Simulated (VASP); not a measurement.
# La2O (P4/mmm) in VASP: further runs

La2O is run at these levels: PBE; tasks: single point.

Program: VASP 6.6.1. These are calculated values, not measurements. Logs are shortened: lines on timing, memory, paths and dates and some standing lists are left out, and cuts for length are marked.

## Step 1: The cell of the first run

It takes space group P4/mmm (No. 123, tetragonal). Conventional cell: a = 3.600 Å, b = 3.600 Å, c = 5.053 Å, α = 90.00°, β = 90.00°, γ = 90.00°. Within 3.4 Å of La (site symmetry 4/mmm) lie 4 O at 2.55 Å. La (site symmetry 4/mmm) has 2 O at 2.53 Å within 3.3 Å. O (site symmetry 4/mmm) has 6 La at 2.53 to 2.55 Å within 3.3 Å.

## Step 2: Single point, PBE (21.83 Å³/atom)

INCAR

```
PREC = Accurate ; ENCUT = 520
EDIFF = 1E-7 ; ISMEAR = 0
SIGMA = 0.1 ; LREAL = F
LASPH = T ; NELM = 60
ALGO = Normal ; ISIF = 2
LWAVE = F ; LCHARG = F
GGA = PE ; NBANDS = 21
```

KPOINTS

```
Automatic mesh
0
Gamma
  10 10 8
```

POSCAR

```
La2O
1.0
    3.5998339354      0.0000000000      0.0000000000
    0.0000000000      3.5998339354      0.0000000000
    0.0000000000      0.0000000000      5.0526249753
La O
2 1
Direct
    0.5000000000      0.5000000000      0.5000000000
    0.0000000000      0.0000000000      0.0000000000
    0.0000000000      0.0000000000      0.5000000000
```

Potentials or basis: VASP PAW PBE potentials, release 64 (La, O).

Run with:

```
cat potpaw_PBE.64/La/POTCAR potpaw_PBE.64/O/POTCAR > POTCAR
mpirun -np 1 vasp_std > vasp.out
```

OUTCAR:

```text
PREC = Accurate
   ENCUT = 520
   EDIFF = 1E-7
   ISMEAR = 0
   LREAL = F
   LASPH = T
   NELM = 60
   ISIF = 2
   GGA = PE

 ion  position               nearest neighbor table
   1  0.500  0.500  0.500-   3 2.55   3 2.55   3 2.55   3 2.55   2 3.59   2 3.59   2 3.59   2 3.59
                             2 3.59   2 3.59   2 3.59   2 3.59
   2  0.000  0.000  0.000-   3 2.53   3 2.53   1 3.59   1 3.59   1 3.59   1 3.59   1 3.59   1 3.59
                             1 3.59   1 3.59
   3  0.000  0.000  0.500-   2 2.53   2 2.53   1 2.55   1 2.55   1 2.55   1 2.55

  LATTYP: Found a simple tetragonal cell.
 ALAT       =     3.5998339354
 C/A-ratio  =     1.4035716830

  Lattice vectors:

 A1 = (   3.5998339354,   0.0000000000,   0.0000000000)
 A2 = (   0.0000000000,   3.5998339354,   0.0000000000)
 A3 = (   0.0000000000,   0.0000000000,   5.0526249753)

Analysis of symmetry for initial positions (statically):
=====================================================================
 Subroutine PRICEL returns:
 Original cell was already a primitive cell.

 Routine SETGRP: Setting up the symmetry group for a
 simple tetragonal supercell.

 Subroutine GETGRP returns: Found 16 space group operations
 (whereof 16 operations were pure point group operations)
 out of a pool of 16 trial point group operations.

The static configuration has the point symmetry D_4h.

Analysis of symmetry for dynamics (positions and initial velocities):
=====================================================================
 Subroutine PRICEL returns:
 Original cell was already a primitive cell.

 Routine SETGRP: Setting up the symmetry group for a
 simple tetragonal supercell.

 Subroutine GETGRP returns: Found 16 space group operations
 (whereof 16 operations were pure point group operations)
 out of a pool of 16 trial point group operations.

The dynamic configuration has the point symmetry D_4h.

 Subroutine INISYM returns: Found 16 space group operations
 (whereof 16 operations are pure point group operations),
 and found     1 'primitive' translations

----------------------------------------------------------------------------------------

                                     Primitive cell

  volume of cell :      65.4760

  direct lattice vectors                    reciprocal lattice vectors
     3.599833935  0.000000000  0.000000000     0.277790592  0.000000000  0.000000000
     0.000000000  3.599833935  0.000000000     0.000000000  0.277790592  0.000000000
[... 87 lines left out ...]
   EDIFF  = 0.1E-06   stopping-criterion for ELM
   LREAL  =      F    real-space projection
   EDIFFG = 0.1E-05   stopping-criterion for IOM
   NSW    =      0    number of steps for IOM
   IBRION =     -1    ionic relax: 0-MD 1-quasi-New 2-CG
   NFREE  =      0    steps in history (QN), initial steepest desc. (CG)
   ISIF   =      2    stress and relaxation
   ISYM   =      2    0-nonsym 1-usesym 2-fastsym
   POTIM  = 0.5000    time-step for ionic-motion
   TEBEG  =    0.0;   TEEND  =   0.0 temperature during run
   PSTRESS=    0.0 pullay stress
   NELECT =      28.0000    total number of electrons
   NUPDOWN=      -1.0000    fix difference up-down
   EMIN   =  10.00;   EMAX   =-10.00  energy-range for DOS
   EFERMI =   0.00;   METHOD = LEGACY
   ISMEAR =     0;   SIGMA  =   0.10  broadening in eV -4-tet -1-fermi 0-gaus
   EFERMI_NEDOS =   21; number of points for ismear=-14 and -15
   IALGO  =     38    algorithm
   IMIX   =      4    mixing-type and parameters
     AMIX     =   0.40;   BMIX     =  1.00
     AMIX_MAG =   1.60;   BMIX_MAG =  1.00
  volume/ion in A,a.u.               =      21.83       147.28
  Fermi-wavevector in a.u.,A,eV,Ry     =   1.233389  2.330768 20.697851  1.521249
  Thomas-Fermi vector in A             =   2.368122
   LORBIT       =      0    0 simple, 1 ext, 2 COOP (PROOUT), +10 PAW based schemes
   GGA     = PE    functional components
   LHFCALC =     F    Hartree Fock is set to
   AEXX    =    0.0000 exact exchange contribution
   IVDW    =     0    specifies the selected vdW correction
   LEPSILON=     F    determine dielectric tensor
   LRPA    =     F    only Hartree local field effects (RPA)
 non-spin polarized calculation
 Gauss-broadening in eV      SIGMA  =   0.10
  energy-cutoff  :      520.00
  volume of cell :       65.48
 maximum number of plane-waves:      1792
 NGX is ok and might be reduce to    28
   NGX = 13   NGY = 13   NGZ = 19

 number of electron      28.0000006 magnetization

 Free energy of the ion-electron system (eV)
  ---------------------------------------------------
  ext. energy  EPLUGINS =         0.00000000
  ---------------------------------------------------
  free energy    TOTEN  =       -20.28109227 eV

  energy without entropy =      -20.26514555  energy(sigma->0) =      -20.27311891

 E-fermi :  10.0183     XC(G=0): -10.6773

 val. band max:       10.0102208343   @ k =   0.2000   0.2000   0.3750
 cond. band min:      10.0345824763   @ k =   0.5000   0.2000   0.5000
 fundamental gap:      0.0243616420
 Fermi energy:        10.0183186945

 k-point     1 :       0.0000    0.0000    0.0000
  band No.  band energies     occupation
      1     -22.7224      2.00000
      2     -22.2294      2.00000
      3      -8.9085      2.00000
      4      -7.3874      2.00000
      5      -6.2264      2.00000
      6      -6.2264      2.00000
[... 565 lines left out ...]
     20      12.1872      0.00000
     21      12.2480      0.00000

 [... further k-points ...]

------------------------ aborting loop because EDIFF is reached ----------------------------------------

  FORCE on cell =-STRESS in cart. coord.  units (eV):
  Direction    XX          YY          ZZ          XY          YZ          ZX
  --------------------------------------------------------------------------------------
  -------------------------------------------------------------------------------------
  Total        2.0001179      2.0001179      2.0173113      0.0000000      0.0000000      0.0000000
  in kB       48.9422792     48.9422792     49.3629958      0.0000000      0.0000000      0.0000000
  external PRESSURE =      49.0825181 kB  Pullay stress =       0.0000000 kB

 VOLUME and BASIS-vectors are now :
 -----------------------------------------------------------------------------
  energy-cutoff  :      520.00
  volume of cell :       65.48
      direct lattice vectors                 reciprocal lattice vectors
     3.599833935  0.000000000  0.000000000     0.277790592  0.000000000  0.000000000
     0.000000000  3.599833935  0.000000000     0.000000000  0.277790592  0.000000000
     0.000000000  0.000000000  5.052624975     0.000000000  0.000000000  0.197916925

 POSITION                                       TOTAL-FORCE (eV/Angst)
 -----------------------------------------------------------------------------------
      1.79992      1.79992      2.52631         0.000000      0.000000      0.000000
      0.00000      0.00000      0.00000         0.000000      0.000000      0.000000
      0.00000      0.00000      2.52631         0.000000      0.000000      0.000000
 -----------------------------------------------------------------------------------
    total drift:                               -0.000000      0.000000      0.000000

  FREE ENERGIE OF THE ION-ELECTRON SYSTEM (eV)
  ---------------------------------------------------
  free  energy   TOTEN  =       -20.2810922653 eV

  energy  without entropy=      -20.2651455506  energy(sigma->0) =      -20.27311891
```

OSZICAR:

```text
N       E                     dE             d eps       ncg     rms          rms(c)
DAV:   1     0.323605168640E+03    0.32361E+03   -0.10112E+04  4466   0.199E+03
DAV:   2     0.368350484944E+02   -0.28677E+03   -0.27932E+03  6882   0.335E+02
DAV:   3    -0.179624660926E+02   -0.54798E+02   -0.52267E+02  7146   0.182E+02
DAV:   4    -0.216468474194E+02   -0.36844E+01   -0.36055E+01  8188   0.401E+01
DAV:   5    -0.219277971861E+02   -0.28095E+00   -0.27864E+00  7812   0.113E+01    0.857E+00
DAV:   6    -0.203359759091E+02    0.15918E+01   -0.16445E+01  6564   0.199E+01    0.474E+00
DAV:   7    -0.202835101494E+02    0.52466E-01   -0.17091E+00  8188   0.120E+01    0.222E+00
DAV:   8    -0.202855436732E+02   -0.20335E-02   -0.24643E-01  7148   0.378E+00    0.692E-01
DAV:   9    -0.202802023543E+02    0.53413E-02   -0.66240E-02  8420   0.191E+00    0.215E-01
DAV:  10    -0.202809708499E+02   -0.76850E-03   -0.41566E-03  6828   0.523E-01    0.145E-01
DAV:  11    -0.202811317116E+02   -0.16086E-03   -0.28560E-03  8676   0.431E-01    0.511E-02
DAV:  12    -0.202810915420E+02    0.40170E-04   -0.59978E-04  7052   0.172E-01    0.185E-02
DAV:  13    -0.202810926349E+02   -0.10929E-05   -0.39990E-05  8356   0.579E-02    0.762E-03
DAV:  14    -0.202810925255E+02    0.10937E-06   -0.67356E-06  7452   0.247E-02    0.313E-03
DAV:  15    -0.202810924337E+02    0.91810E-07   -0.28290E-06  8004   0.135E-02    0.156E-03
DAV:  16    -0.202810922876E+02    0.14609E-06   -0.34172E-07  5668   0.453E-03    0.314E-04
DAV:  17    -0.202810922653E+02    0.22312E-07   -0.25605E-08  3868   0.292E-03
   1 F= -.20281092E+02 E0= -.20273119E+02  d E =-.159467E-01
```

stdout:

```text
POSCAR found type information on POSCAR LaO
 POSCAR found :  2 types and       3 ions
 scaLAPACK will be used
 LDA part: xc-table for (Slater+PW92), standard interpolation
 POSCAR, INCAR and KPOINTS ok, starting setup
 FFT: planning ... GRIDC
 FFT: planning ... GRID_SOFT
 FFT: planning ... GRID
 WAVECAR not read
 entering main loop
```

Run time: 92 s. Hardware: 1 thread of Intel Xeon 6975P-C (Granite Rapids), shared host; peak memory 0.3 GiB.

What came out:

```
Free energy            : -20.2811 eV
Pressure               : 4.9 GPa
Band gap on the k mesh : zero (bands 14 and 15 overlap by 2.29 eV)
```

Caveat: the cell stands under pressure; spin-orbit coupling is left out, which moves the levels of the heavy elements.

## Step 3: Single point, PBE

This run uses another cell than the first one, of 23.22 Å³/atom.

INCAR

```
PREC = Accurate
ENCUT = 520
EDIFF = 1E-6
ISMEAR = 0
SIGMA = 0.1
LREAL = F
LASPH = T
NELM = 80
ALGO = Normal
ISIF = 2
LWAVE = F
LCHARG = F
GGA = PE
NBANDS = 21
```

KPOINTS is that of step 2.

POSCAR

```
La2O
1.0
    3.6775475488      0.0000000000      0.0000000000
    0.0000000000      3.6775475488      0.0000000000
    0.0000000000      0.0000000000      5.1503595798
La O
2 1
Direct
    0.5000000000      0.5000000000      0.5000000000
    0.0000000000      0.0000000000      0.0000000000
    0.0000000000      0.0000000000      0.5000000000
```

Potentials or basis: VASP PAW PBE potentials, release 64 (La, O).

Run with:

```
cat potpaw_PBE.64/La/POTCAR potpaw_PBE.64/O/POTCAR > POTCAR
mpirun -np 1 vasp_std > vasp.out
```

Run time: 86 s. Hardware: 1 thread of Intel Xeon 6975P-C (Granite Rapids), shared host; peak memory 0.3 GiB.

The run converged. Its results:

```
Free energy            : -20.3428 eV
Pressure               : -0.1 GPa
Band gap on the k mesh : zero (bands 14 and 15 overlap by 2.05 eV)
```

Levels at points of the mesh, in eV from the Fermi level:
```
           k point  band 10  band 11  band 12  band 13  band 14  band 15  band 16  band 17  band 18  band 19
(0.00, 0.00, 0.00)    -3.84    -3.84    -3.60    -2.79    -1.71     1.36     1.36     1.38     1.45     2.05
(0.50, 0.00, 0.00)    -5.38    -5.08    -3.83    -0.37     0.22     0.26     0.85     1.74     1.78     1.85
(0.50, 0.50, 0.00)    -3.60    -3.52    -3.52    -2.18    -1.68    -1.68     2.11     2.11     2.11     2.11
(0.00, 0.00, 0.50)    -5.06    -3.94    -3.94    -1.39    -0.80    -0.62     1.10     1.90     1.90     2.14
(0.50, 0.00, 0.50)    -5.64    -5.43    -5.24    -1.15    -0.22     1.21     1.40     1.74     1.99     1.99
(0.50, 0.50, 0.50)    -5.04    -3.67    -3.67    -0.86     0.35     0.35     0.89     0.89     1.44     2.17
```

Caveat: spin-orbit coupling is left out, which moves the levels of the heavy elements.

## Step 4: Single point, PBE (24.61 Å³/atom)

This run uses another cell than the first one, of 24.61 Å³/atom.

INCAR

```
PREC = Accurate
ENCUT = 520
EDIFF = 1E-7
ISMEAR = 0
SIGMA = 0.1
LREAL = F
LASPH = T
NELM = 80
ALGO = Normal
ISIF = 2
LWAVE = F
LCHARG = T
GGA = PE
LELF = T
LVHAR = T
NBANDS = 21
```

KPOINTS

```
regular mesh
0
Gamma
  10 10 8
```

POSCAR

```
La2O
1.0
    3.7496746358      0.0000000000      0.0000000000
    0.0000000000      3.7496746358      0.0000000000
    0.0000000000      0.0000000000      5.2513726677
La O
2 1
Direct
    0.5000000000      0.5000000000      0.5000000000
    0.0000000000      0.0000000000      0.0000000000
    0.0000000000      0.0000000000      0.5000000000
```

Run with:

```
cat potpaw_PBE.64/La/POTCAR potpaw_PBE.64/O/POTCAR > POTCAR
mpirun -np 1 vasp_std > vasp.out
```

It took 1.7 min on 1 thread of Intel Xeon 6975P-C (Granite Rapids), shared host; peak memory 0.31 GiB.

The run converged. Its results:

```yaml
Free_energy: -20.2927 eV
Pressure: -3.7 GPa
Band_gap_on_the_k_mesh: zero (bands 14 and 15 overlap by 1.85 eV)
```

Stress tensor (GPa, compression positive):
```
-3.68  0.00  0.00
 0.00 -3.68  0.00
 0.00  0.00 -3.80
```

Levels at points of the mesh, in eV from the Fermi level:
```
           k point  band 10  band 11  band 12  band 13  band 14  band 15  band 16  band 17  band 18  band 19
(0.00, 0.00, 0.00)    -3.74    -3.74    -3.56    -2.78    -1.56     1.31     1.32     1.32     1.41     1.89
(0.50, 0.00, 0.00)    -5.18    -4.85    -3.78    -0.40     0.10     0.23     0.82     1.63     1.66     1.74
(0.50, 0.50, 0.00)    -3.54    -3.52    -3.52    -2.03    -1.53    -1.53     1.92     1.92     1.94     1.94
(0.00, 0.00, 0.50)    -4.87    -3.83    -3.83    -1.48    -0.69    -0.53     0.92     1.78     1.78     1.96
(0.50, 0.00, 0.50)    -5.43    -5.20    -4.99    -1.10    -0.20     1.19     1.34     1.61     1.83     1.84
(0.50, 0.50, 0.50)    -4.82    -3.67    -3.67    -0.81     0.30     0.30     0.85     0.85     1.36     2.01
```

Caveat: the cell stands under tension; spin-orbit coupling is left out, which moves the levels of the heavy elements.

## Step 5: Summary

| cell | gap on the mesh (eV) | pressure (GPa) |
| --- | --- | --- |
| a = 3.600, b = 3.600, c = 5.053 Å, 3 atoms | none | 4.9 |
| a = 3.678, b = 3.678, c = 5.150 Å, 3 atoms | none | -0.1 |
| a = 3.750, b = 3.750, c = 5.251 Å, 3 atoms | none | -3.7 |

Alike in all rows: task single point; level PBE; potentials or basis VASP PAW PBE potentials, release 64 (La, O); no spin polarisation; k mesh 10 × 10 × 8; cutoff (eV) 520; smearing gaussian 0.1 eV.

Caveats: spin-orbit coupling is left out, which moves the levels of the heavy elements; the cell stands under pressure (at least some runs); the cell stands under tension (at least some runs).

Total energies depend on the potentials used, so only differences within one code and one set of settings carry meaning.
